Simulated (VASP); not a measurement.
# Mg (P6_3/mmc) in VASP: further runs, part 2 of 3

VASP 6.6.1.

### 3 Electric field gradients, PBEsol (equal xx and yy strain of -3 %)

Contents of INCAR:

```
SYSTEM = Mg
ALGO     = Normal         ! electronic algorithm
EDIFF    = 1E-8           ! SCF threshold, eV
ENCUT    = 520            ! plane-wave cutoff, eV
GGA      = PS             ! functional
ISIF     = 2              ! what is computed and relaxed
ISMEAR   = -1             ! smearing method
LASPH    = .TRUE.         ! aspherical terms in the spheres
LCHARG   = .FALSE.        ! write CHGCAR
LEFG     = .TRUE.       
LREAL    = .FALSE.        ! projectors in reciprocal space
LWAVE    = .FALSE.        ! write WAVECAR
NBANDS   = 9              ! bands
NELM     = 60             ! most SCF steps
PREC     = Accurate       ! precision mode
SIGMA    = 0.08           ! smearing width, eV
```

Contents of KPOINTS:

```
k-points
0
G
  12 12 7
  0 0 0
```

Contents of POSCAR:

```
Mg
1.0
    3.1129933865      0.0000000000      0.0000000000
   -1.5564966932      2.6959313546      0.0000000000
    0.0000000000      0.0000000000      5.2103300000
Mg
2
Direct
    0.3333333333      0.6666666667      0.2500000000
    0.6666666667      0.3333333333      0.7500000000
```

Potentials or basis: VASP PAW PBE potentials, release 64 (Mg).

Run with:

```
cat potpaw_PBE.64/Mg/POTCAR > POTCAR
mpirun -np 1 vasp_std > vasp.out
```

OUTCAR:

```text
SYSTEM = Mg
   EDIFF = 1E-8
   ENCUT = 520
   GGA = PS
   ISIF = 2
   ISMEAR = -1
   LASPH = .TRUE.
   LREAL = .FALSE.
   NELM = 60
   PREC = Accurate

 ion  position               nearest neighbor table
   1  0.333  0.667  0.250-   2 3.16   2 3.16   2 3.16   2 3.16   2 3.16   2 3.16
   2  0.667  0.333  0.750-   1 3.16   1 3.16   1 3.16   1 3.16   1 3.16   1 3.16

  LATTYP: Found a hexagonal cell.
 ALAT       =     3.1129933865
 C/A-ratio  =     1.6737362895

  Lattice vectors:

 A1 = (   3.1129933865,   0.0000000000,   0.0000000000)
 A2 = (  -1.5564966932,   2.6959313546,   0.0000000000)
 A3 = (   0.0000000000,   0.0000000000,   5.2103300000)

Analysis of symmetry for initial positions (statically):
=====================================================================
 Subroutine PRICEL returns:
 Original cell was already a primitive cell.

 Routine SETGRP: Setting up the symmetry group for a
 hexagonal supercell.

 Subroutine GETGRP returns: Found 24 space group operations
 (whereof 12 operations were pure point group operations)
 out of a pool of 24 trial point group operations.

The static configuration has the point symmetry D_3d.
 The point group associated with its full space group is D_6h.

Analysis of symmetry for dynamics (positions and initial velocities):
=====================================================================
 Subroutine PRICEL returns:
 Original cell was already a primitive cell.

 Routine SETGRP: Setting up the symmetry group for a
 hexagonal supercell.

 Subroutine GETGRP returns: Found 24 space group operations
 (whereof 12 operations were pure point group operations)
[... 435 lines left out ...]
  band No.  band energies     occupation
      1      -1.9032      2.00000
      2       1.8568      1.99999
      3       4.3408      0.00000
      4       5.3555      0.00000
      5       8.2667      0.00000
      6      10.6566      0.00000
      7      10.8554      0.00000
      8      12.7394      0.00000
      9      14.1371      0.00000

 [... further k-points ...]

------------------------ aborting loop because EDIFF is reached ----------------------------------------

  FORCE on cell =-STRESS in cart. coord.  units (eV):
  Direction    XX          YY          ZZ          XY          YZ          ZX
  --------------------------------------------------------------------------------------
  -------------------------------------------------------------------------------------
  Total        0.5780418      0.5780418     -0.1896313      0.0000000      0.0000000     -0.0000000
  in kB       21.1795912     21.1795912     -6.9481360      0.0000000      0.0000000     -0.0000000
  external PRESSURE =      11.8036821 kB  Pullay stress =       0.0000000 kB

 VOLUME and BASIS-vectors are now :
 -----------------------------------------------------------------------------
  energy-cutoff  :      520.00
  volume of cell :       43.73
      direct lattice vectors                 reciprocal lattice vectors
     3.112993386  0.000000000  0.000000000     0.321234219  0.185464663  0.000000000
    -1.556496693  2.695931355  0.000000000     0.000000000  0.370929326  0.000000000
     0.000000000  0.000000000  5.210330000     0.000000000  0.000000000  0.191926423

 POSITION                                       TOTAL-FORCE (eV/Angst)
 -----------------------------------------------------------------------------------
     -0.00000      1.79729      1.30258         0.000000      0.000000      0.000000
      1.55650      0.89864      3.90775        -0.000000     -0.000000      0.000000
 -----------------------------------------------------------------------------------
    total drift:                                0.000000     -0.000000      0.000000

  FREE ENERGIE OF THE ION-ELECTRON SYSTEM (eV)
  ---------------------------------------------------
  free  energy   TOTEN  =        -3.4416359754 eV

  energy  without entropy=       -3.4225329125  energy(sigma->0) =       -3.43208444

 Electric field gradients (V/A^2)
---------------------------------------------------------------------
 ion       V_xx      V_yy      V_zz      V_xy      V_xz      V_yz
---------------------------------------------------------------------
   1      -1.353    -1.353     2.706    -0.000    -0.000     0.000
   2      -1.353    -1.353     2.706    -0.000     0.000    -0.000
---------------------------------------------------------------------

 Electric field gradients after diagonalization (V/A^2)
 (convention: |V_zz| > |V_xx| > |V_yy|)
----------------------------------------------------------------------
 ion       V_xx      V_yy      V_zz     asymmetry (V_yy - V_xx)/ V_zz
----------------------------------------------------------------------
   1      -1.353    -1.353     2.706       0.000
   2      -1.353    -1.353     2.706       0.000
----------------------------------------------------------------------

           NMR quadrupolar parameters

 Cq : quadrupolar parameter    Cq=e*Q*V_zz/h
 eta: asymmetry parameters     (V_yy - V_xx)/ V_zz
 Q  : nuclear electric quadrupole moment in mb (millibarn)
----------------------------------------------------------------------
 ion       Cq(MHz)       eta       Q (mb)
----------------------------------------------------------------------
   1       0.007       0.000       1.000
   2       0.007       0.000       1.000
----------------------------------------------------------------------
```

OSZICAR:

```text
N       E                     dE             d eps       ncg     rms          rms(c)
DAV:   1    -0.699271830883E+00   -0.69927E+00   -0.13385E+03  1368   0.320E+02
DAV:   2    -0.341495483587E+01   -0.27157E+01   -0.26574E+01  1838   0.273E+01
DAV:   3    -0.346157638578E+01   -0.46622E-01   -0.46120E-01  1761   0.287E+00
DAV:   4    -0.346172245620E+01   -0.14607E-03   -0.14606E-03  1698   0.160E-01
DAV:   5    -0.346172323959E+01   -0.78339E-06   -0.78357E-06  1811   0.119E-02    0.956E-01
DAV:   6    -0.345108016825E+01    0.10643E-01   -0.52311E-04  1563   0.145E-01    0.608E-01
DAV:   7    -0.344163342386E+01    0.94467E-02   -0.21300E-03  1438   0.263E-01    0.307E-02
DAV:   8    -0.344163636075E+01   -0.29369E-05   -0.18600E-05  1926   0.256E-02    0.613E-03
DAV:   9    -0.344163609076E+01    0.26999E-06   -0.85229E-07  1558   0.409E-03    0.556E-04
DAV:  10    -0.344163598493E+01    0.10582E-06   -0.39015E-09  1721   0.337E-04    0.142E-04
DAV:  11    -0.344163597539E+01    0.95415E-08   -0.26410E-10   911   0.117E-04
   1 F= -.34416360E+01 E0= -.34320844E+01  d E =-.191031E-01
```

stdout:

```text
POSCAR found type information on POSCAR Mg
 POSCAR found :  1 types and       2 ions
 scaLAPACK will be used
 -----------------------------------------------------------------------------
|                                                                             |
|                                                                             |
|     You enforced a specific xc type in the INCAR file but a different       |
|     I HOPE YOU KNOW WHAT YOU ARE DOING!                                     |
|                                                                             |
 -----------------------------------------------------------------------------

 LDA part: xc-table for (Slater+PW92), standard interpolation
 POSCAR, INCAR and KPOINTS ok, starting setup
 FFT: planning ... GRIDC
 FFT: planning ... GRID_SOFT
 FFT: planning ... GRID
 WAVECAR not read
 entering main loop
ion   1

ion   2
```

It took 10 s on 1 thread of Intel Xeon Platinum 8559C (Emerald Rapids), shared host; peak memory 0.16 GiB.

Results:

| Property | Result |
| --- | --- |
| Free energy | -3.4416 eV |
| Pressure | 1.2 GPa |
| Band gap on the k mesh | zero (band 2 reaches 3.92 eV, above the bottom of band 3 at 1.33 eV) |

Electric field gradients, principal values (V/Å²):
```
atom   least  middle  greatest (by size)
1 Mg  -1.353  -1.353               2.706
2 Mg  -1.353  -1.353               2.706
```

Caveat: the cell differs from its parent crystal (equal xx and yy strain of -3 %); without QUAD_EFG the Cq values of the log hold for a quadrupole moment of 1 mb, not for the nuclei; the PAW data sets were made with another functional, which shifts forces and pressure a little.

### 4 Electric field gradients, PBEsol (volume scaled by 0.96)

Contents of INCAR:

```
ALGO = Normal
EDIFF = 1E-8
ENCUT = 520
GGA = PS
ISIF = 2
ISMEAR = -1
LASPH = True
LCHARG = False
LEFG = True
LREAL = False
LWAVE = False
NBANDS = 9
NELM = 60
PREC = Accurate
SIGMA = 0.08
```

Contents of KPOINTS:

```
k-points
0
Gamma
  12 12 7
```

Contents of POSCAR:

```
Mg
1.0
    3.1658976813      0.0000000000      0.0000000000
   -1.5829488406      2.7417478178      0.0000000000
    0.0000000000      0.0000000000      5.1399115029
Mg
2
Direct
    0.3333333333      0.6666666667      0.2500000000
    0.6666666667      0.3333333333      0.7500000000
```

Potentials or basis: VASP PAW PBE potentials, release 64 (Mg).

Run with:

```
cat potpaw_PBE.64/Mg/POTCAR > POTCAR
mpirun -np 1 vasp_std > vasp.out
```

OUTCAR:

```text
EDIFF = 1E-8
   ENCUT = 520
   GGA = PS
   ISIF = 2
   ISMEAR = -1
   LASPH = True
   LREAL = False
   NELM = 60
   PREC = Accurate

 ion  position               nearest neighbor table
   1  0.333  0.667  0.250-   2 3.15   2 3.15   2 3.15   2 3.15   2 3.15   2 3.15
   2  0.667  0.333  0.750-   1 3.15   1 3.15   1 3.15   1 3.15   1 3.15   1 3.15

  LATTYP: Found a hexagonal cell.
 ALAT       =     3.1658976813
 C/A-ratio  =     1.6235242008

  Lattice vectors:

 A1 = (   3.1658976813,   0.0000000000,   0.0000000000)
 A2 = (  -1.5829488406,   2.7417478178,   0.0000000000)
 A3 = (   0.0000000000,   0.0000000000,   5.1399115029)

Analysis of symmetry for initial positions (statically):
=====================================================================
 Subroutine PRICEL returns:
 Original cell was already a primitive cell.

 Routine SETGRP: Setting up the symmetry group for a
 hexagonal supercell.

 Subroutine GETGRP returns: Found 24 space group operations
 (whereof 12 operations were pure point group operations)
 out of a pool of 24 trial point group operations.

The static configuration has the point symmetry D_3d.
 The point group associated with its full space group is D_6h.

Analysis of symmetry for dynamics (positions and initial velocities):
=====================================================================
 Subroutine PRICEL returns:
 Original cell was already a primitive cell.

 Routine SETGRP: Setting up the symmetry group for a
 hexagonal supercell.

 Subroutine GETGRP returns: Found 24 space group operations
 (whereof 12 operations were pure point group operations)
 out of a pool of 24 trial point group operations.

[... 162 lines left out ...]
      5      13.8348      0.00000
      6      14.0112      0.00000
      7      14.0112      0.00000
      8      14.7272      0.00000
      9      16.4460      0.00000
[... 265 lines left out ...]
 k-point    24 :       0.3333    0.0000    0.1429
  band No.  band energies     occupation
      1      -1.9931      2.00000
      2       1.8678      1.99994
      3       4.1964      0.00000
      4       5.3088      0.00000
      5       8.0713      0.00000
      6      10.3197      0.00000
      7      10.4427      0.00000
      8      12.3937      0.00000
      9      13.7070      0.00000

 [... further k-points ...]
[... 5 lines left out ...]
  --------------------------------------------------------------------------------------
  -------------------------------------------------------------------------------------
  Total        0.1587883      0.1587883     -0.0711604      0.0000000     -0.0000000      0.0000000
  in kB        5.7022853      5.7022853     -2.5554580      0.0000000     -0.0000000      0.0000000
  external PRESSURE =       2.9497042 kB  Pullay stress =       0.0000000 kB

 VOLUME and BASIS-vectors are now :
 -----------------------------------------------------------------------------
  energy-cutoff  :      520.00
  volume of cell :       44.61
      direct lattice vectors                 reciprocal lattice vectors
     3.165897681  0.000000000  0.000000000     0.315866178  0.182365423  0.000000000
    -1.582948841  2.741747818  0.000000000     0.000000000  0.364730846  0.000000000
     0.000000000  0.000000000  5.139911503     0.000000000  0.000000000  0.194555879

 POSITION                                       TOTAL-FORCE (eV/Angst)
 -----------------------------------------------------------------------------------
     -0.00000      1.82783      1.28498         0.000000      0.000000      0.000000
      1.58295      0.91392      3.85493        -0.000000     -0.000000      0.000000
 -----------------------------------------------------------------------------------
    total drift:                                0.000000     -0.000000      0.000000

  FREE ENERGIE OF THE ION-ELECTRON SYSTEM (eV)
  ---------------------------------------------------
  free  energy   TOTEN  =        -3.4561494478 eV

  energy  without entropy=       -3.4389522508  energy(sigma->0) =       -3.44755085

 Electric field gradients (V/A^2)
---------------------------------------------------------------------
 ion       V_xx      V_yy      V_zz      V_xy      V_xz      V_yz
---------------------------------------------------------------------
   1      -0.492    -0.492     0.984    -0.000    -0.000     0.000
   2      -0.492    -0.492     0.984    -0.000     0.000    -0.000
---------------------------------------------------------------------

 Electric field gradients after diagonalization (V/A^2)
 (convention: |V_zz| > |V_xx| > |V_yy|)
----------------------------------------------------------------------
 ion       V_xx      V_yy      V_zz     asymmetry (V_yy - V_xx)/ V_zz
----------------------------------------------------------------------
   1      -0.492    -0.492     0.984       0.000
   2      -0.492    -0.492     0.984       0.000
----------------------------------------------------------------------

           NMR quadrupolar parameters

 Cq : quadrupolar parameter    Cq=e*Q*V_zz/h
 eta: asymmetry parameters     (V_yy - V_xx)/ V_zz
 Q  : nuclear electric quadrupole moment in mb (millibarn)
----------------------------------------------------------------------
 ion       Cq(MHz)       eta       Q (mb)
----------------------------------------------------------------------
   1       0.002       0.000       1.000
   2       0.002       0.000       1.000
----------------------------------------------------------------------
```

OSZICAR:

```text
N       E                     dE             d eps       ncg     rms          rms(c)
DAV:   1    -0.650043177696E+00   -0.65004E+00   -0.12805E+03  1368   0.315E+02
DAV:   2    -0.343517020180E+01   -0.27851E+01   -0.27112E+01  1820   0.285E+01
DAV:   3    -0.347615185241E+01   -0.40982E-01   -0.40873E-01  1836   0.286E+00
DAV:   4    -0.347626598164E+01   -0.11413E-03   -0.11412E-03  1701   0.153E-01
DAV:   5    -0.347626663213E+01   -0.65049E-06   -0.65054E-06  1729   0.109E-02    0.963E-01
DAV:   6    -0.346567969134E+01    0.10587E-01   -0.53978E-04  1564   0.151E-01    0.613E-01
DAV:   7    -0.345614545565E+01    0.95342E-02   -0.22397E-03  1426   0.273E-01    0.311E-02
DAV:   8    -0.345614988758E+01   -0.44319E-05   -0.18282E-05  1961   0.259E-02    0.633E-03
DAV:   9    -0.345614958689E+01    0.30069E-06   -0.89751E-07  1525   0.411E-03    0.564E-04
DAV:  10    -0.345614946445E+01    0.12244E-06   -0.41844E-09  1799   0.346E-04    0.155E-04
DAV:  11    -0.345614944894E+01    0.15509E-07   -0.29695E-10   920   0.125E-04    0.104E-05
DAV:  12    -0.345614944778E+01    0.11579E-08   -0.81161E-12   784   0.152E-05
   1 F= -.34561494E+01 E0= -.34475508E+01  d E =-.171972E-01
```

Run time: 12 s. Hardware: 1 thread of Intel Xeon Platinum 8559C (Emerald Rapids), shared host; peak memory 0.17 GiB.

What came out:

- Free energy: -3.4561 eV
- Pressure: 0.3 GPa
- Band gap on the k mesh: zero (band 2 reaches 3.75 eV, above the bottom of band 3 at 1.51 eV)

Stress tensor (GPa, compression positive):
```
 0.57  0.00  0.00
 0.00  0.57  0.00
 0.00  0.00 -0.26
```

Electric field gradients, principal values (V/Å²):
| atom | least | middle | greatest (by size) |
| --- | --- | --- | --- |
| 1 Mg | -0.492 | -0.492 | 0.984 |
| 2 Mg | -0.492 | -0.492 | 0.984 |

Caveat: without QUAD_EFG the Cq values of the log hold for a quadrupole moment of 1 mb, not for the nuclei; the PAW data sets were made with another functional, which shifts forces and pressure a little.

(Continued in part 3 of 3.)
